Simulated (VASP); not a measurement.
A run of VASP 6.6.1:

The input INCAR:

```
SYSTEM = Si4C5
  PREC = Accurate
  ENCUT = 520
  EDIFF = 1E-6
  ISMEAR = 0
  SIGMA = 0.05
  LREAL = .False.
  LASPH = .True.
  NELM = 150
  ALGO = Normal
  ISIF = 2
  LWAVE = .False.
  LCHARG = .False.
  ISPIN = 2
  MAGMOM = 0 0 0 0 2 0 0 0 0
  LORBIT = 11
  LDIPOL = .True.
  IDIPOL = 3
  DIPOL = 0.5 0.5 0.351
  GGA = PE
  NBANDS = 32
```

Contents of KPOINTS:

```
Automatic mesh
0
Gamma
  9 9 1
  0 0 0
```

Contents of POSCAR:

```
Si4C5
1.0
    3.0920147208      0.0000000000      0.0000000000
   -1.5460073604      2.6777632971      0.0000000000
    0.0000000000      0.0000000000     25.2337106667
C Si
5 4
Direct
    0.3333333333      0.6666666667      0.1585181051
    0.6666666667      0.3333333333      0.2590546646
    0.3333333333      0.6666666667      0.3607902149
    0.6666666667      0.3333333333      0.4623551549
    0.3333333333      0.6666666667      0.5811159072
    0.6666666667      0.3333333333      0.1834768895
    0.3333333333      0.6666666667      0.2840134490
    0.6666666667      0.3333333333      0.3842867907
    0.3333333333      0.6666666667      0.4848161584
```

Potentials or basis: VASP PAW PBE potentials, release 64 (C, Si).

The run is started by

```bash
$ cat potpaw_PBE.64/C/POTCAR potpaw_PBE.64/Si/POTCAR > POTCAR
$ mpirun -np 1 vasp_std > vasp.out
```

Hardware: 1 thread of Intel(R) Xeon(R) 6975P-C (Granite Rapids), on a shared host.

**Question.** How long does it take, and how much memory?

**Answer.** Wall time 5 min on 1 thread of Intel(R) Xeon(R) 6975P-C (Granite Rapids), with other jobs on the host, peak memory 0.45 GiB. Counts: scf iterations 49, k points 12.
